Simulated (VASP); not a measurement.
A run of VASP 6.6.1:

INCAR

```
  PREC = Accurate
  ENCUT = 520
  EDIFF = 1E-6
  ISMEAR = 0
  SIGMA = 0.05
  LREAL = False
  LASPH = True
  NELM = 80
  ALGO = Normal
  ISIF = 2
  LWAVE = False
  LCHARG = False
  GGA = PE
  NBANDS = 16
```

KPOINTS

```
Automatic mesh
0
Gamma
  12 12 6
```

File POSCAR:

```
BN
1.0
    2.5539396017      0.0000000000      0.0000000000
   -1.2769698009      2.2117765748      0.0000000000
    0.0000000000      0.0000000000      4.2268550000
B N
2 2
Direct
    0.6666666667      0.3333333333      0.9997240000
    0.3333333333      0.6666666667      0.4997240000
    0.6666666667      0.3333333333      0.6489342518
    0.3333333333      0.6666666667      0.1252760000
```

Potentials or basis: VASP PAW PBE potentials, release 64 (B, N).

Command:

```bash
$ cat potpaw_PBE.64/B/POTCAR potpaw_PBE.64/N/POTCAR > POTCAR
$ mpirun -np 1 vasp_std > vasp.out
```

Hardware: 1 thread of AMD EPYC 9R45 96-Core Processor (Zen 5), on a shared host.

Problem. Estimate the wall time of this run.

Solution. Wall time 20 s on 1 thread of AMD EPYC 9R45 96-Core Processor (Zen 5), with other jobs on the host, peak memory 0.12 GiB. Counts: scf iterations 13, k points 100.
